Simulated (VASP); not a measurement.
Set up this calculation in VASP 6.6.1, as the native input.

```yaml
Task: single point
Functional: LDA
Potentials_or_basis: VASP PAW LDA potentials, release 64 (Al, Ni)
Cutoff: 520 eV
k_mesh: 14 × 14 × 14
Occupations: gaussian, width 0.15 eV
Spin: collinear spin, ferromagnetic start
Starting_moments: "[0.0, 0.625, 0.625, 0.625] μB"
Fixed_moment: 1.875 μB
Dipole_correction: no
Further_INCAR_settings: ALGO = Fast; EDIFF = 1e-06; NBANDS = 28
```

The structure of AlNi3 lies in POSCAR:

```
AlNi3
1.0
    0.0000000000      2.8220202481      2.8220202481
    2.8220202481      0.0000000000      2.8220202481
    2.8220202481      2.8220202481      0.0000000000
Al Ni
1 3
Direct
    0.5000000000      0.5000000000      0.5000000000
    0.2500000000      0.2500000000      0.2500000000
    0.0000000000      0.0000000000      0.0000000000
    0.7500000000      0.7500000000      0.7500000000
```

One way to write it, as run:

INCAR

```
SYSTEM = AlNi3
PREC = Accurate
ENCUT = 520
EDIFF = 1E-6
ISMEAR = 0
SIGMA = 0.15
LREAL = .False.
LASPH = .True.
NELM = 150
ALGO = Fast
ISIF = 2
LWAVE = .False.
LCHARG = .True.
ISPIN = 2
MAGMOM = 0 0.625 0.625 0.625
LORBIT = 11
NUPDOWN = 1.875
LMAXMIX = 4
LELF = .True.
LVHAR = .True.
NBANDS = 28
```

KPOINTS

```
regular mesh
0
Gamma
  14 14 14
  0 0 0
```

Potentials or basis: VASP PAW LDA potentials, release 64 (Al, Ni).

The run is started by

```console
$ cat potpaw_LDA.64/Al/POTCAR potpaw_LDA.64/Ni/POTCAR > POTCAR
$ mpirun -np 1 vasp_std > vasp.out
```

Results of the run:

```json
{
 "Pressure": "-8.0 GPa",
 "Net moment": "1.88 μB per cell",
 "Site moments": "Al +0.02; Ni +0.54, +0.68 (each value once) μB",
 "Valence electrons inside the program's atomic spheres": "Al 0.82; Ni 9.43, 9.36 (each value once)"
}
```

Caveat: the cell stands under tension; the total moment is fixed, so each spin has its own Fermi level and the state may be an excited one.

It took 8.7 min on 1 thread of Intel Xeon 8259CL (shared host), peak memory 0.3 GiB.
